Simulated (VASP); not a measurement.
Wanted: the native input for a VASP 6.6.1 run.

```
Task                   : single point
Functional             : LDA
Potentials or basis    : VASP PAW LDA potentials, release 64 (Pb_d)
Cutoff                 : 520 eV
k mesh                 : 16 × 16 × 16
Occupations            : gaussian, width 0.15 eV
Spin                   : no spin polarisation
Dipole correction      : no
Further INCAR settings : ALGO = Fast; EDIFF = 1e-06; NBANDS = 13
```

The structure of Pb lies in POSCAR:

```
Pb
1.0
    0.0000000000      2.4698000000      2.4698000000
    2.5438940000      0.0000000000      2.4698000000
    2.5438940000      2.4698000000      0.0000000000
Pb
1
Direct
    0.0000000000      0.0000000000      0.0000000000
```

This cell differs from its parent crystal: strain +0.0300 x Voigt [1, 0, 0, 0, 0, 0].

These files were run (other wordings do the same):

INCAR

```
SYSTEM = Pb
  PREC = Accurate
  ENCUT = 520
  EDIFF = 1E-6
  ISMEAR = 0
  SIGMA = 0.15
  LREAL = .FALSE.
  LASPH = .TRUE.
  NELM = 80
  ALGO = Fast
  ISIF = 2
  LWAVE = .FALSE.
  LCHARG = .TRUE.
  GGA = CA
  LELF = .TRUE.
  LVHAR = .TRUE.
  NBANDS = 13
```

KPOINTS

```
Automatic mesh
0
G
  16 16 16
  0 0 0
```

Potentials or basis: VASP PAW LDA potentials, release 64 (Pb_d).

The run is started by

```console
$ cat potpaw_LDA.64/Pb_d/POTCAR > POTCAR
$ mpirun -np 1 vasp_std > vasp.out
```

Results of the run:

The pressure is -3.0 GPa and the band gap on the k mesh is zero (band 7 reaches 13.90 eV, above the bottom of band 8 at 5.02 eV).

Caveat: the cell differs from its parent crystal (strain +0.0300 x Voigt [1, 0, 0, 0, 0, 0]); spin-orbit coupling is left out, which moves the levels of the heavy elements.

Run time: 4 min on 1 thread of Intel Xeon 8259CL, with other jobs on the host, peak memory 0.25 GiB.
